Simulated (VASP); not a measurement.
Write the native input for VASP 6.6.1 that does the following.

- Task: single point
- Functional: PBEsol
- Potentials or basis: VASP PAW PBE potentials, release 64 (Te, Pb_d)
- Cutoff: 520 eV
- k mesh: 10 × 10 × 10
- Occupations: gaussian, width 0.1 eV
- Spin: no spin polarisation
- Dipole correction: no
- Further INCAR settings: ALGO = Normal; EDIFF = 1e-07; NBANDS = 17

The structure of TePb lies in POSCAR:

```
TePb
1.0
    4.1273584688     -0.1600914800      0.0000000000
   -0.1600914800      4.1273584688      0.0000000000
    0.0000000000      0.0000000000      4.2237335397
Te Pb
1 1
Direct
    0.5000000000      0.5000000000      0.5249857144
    0.0000000000      0.0000000000     -0.0249857144
```

This cell differs from its parent crystal: strained and its atoms moved.

These files were run (other wordings do the same):

INCAR

```
PREC = Accurate
ENCUT = 520
EDIFF = 1E-7
ISMEAR = 0
SIGMA = 0.1
LREAL = False
LASPH = True
NELM = 60
ALGO = Normal
ISIF = 2
LWAVE = False
LCHARG = False
GGA = PS
NBANDS = 17
```

KPOINTS

```
Automatic mesh
0
Gamma
  10 10 10
```

Potentials or basis: VASP PAW PBE potentials, release 64 (Te, Pb_d).

Launch:

```sh
$ cat potpaw_PBE.64/Te/POTCAR potpaw_PBE.64/Pb_d/POTCAR > POTCAR
$ mpirun -np 1 vasp_std > vasp.out
```

Results of the run:

| Property | Result |
| --- | --- |
| Pressure | -5.4 GPa |
| Largest force | 0.239 eV/Å |
| Band gap on the k mesh | zero (bands 10 and 11 overlap by 0.94 eV) |

Caveat: the cell differs from its parent crystal (strained and its atoms moved); the cell stands under tension; the PAW data sets were made with another functional, which shifts forces and pressure a little; spin-orbit coupling is left out, which moves the levels of the heavy elements.

Wall time 5.6 min on 1 thread of Intel Xeon 8259CL, with other jobs on the host, peak memory 0.35 GiB.
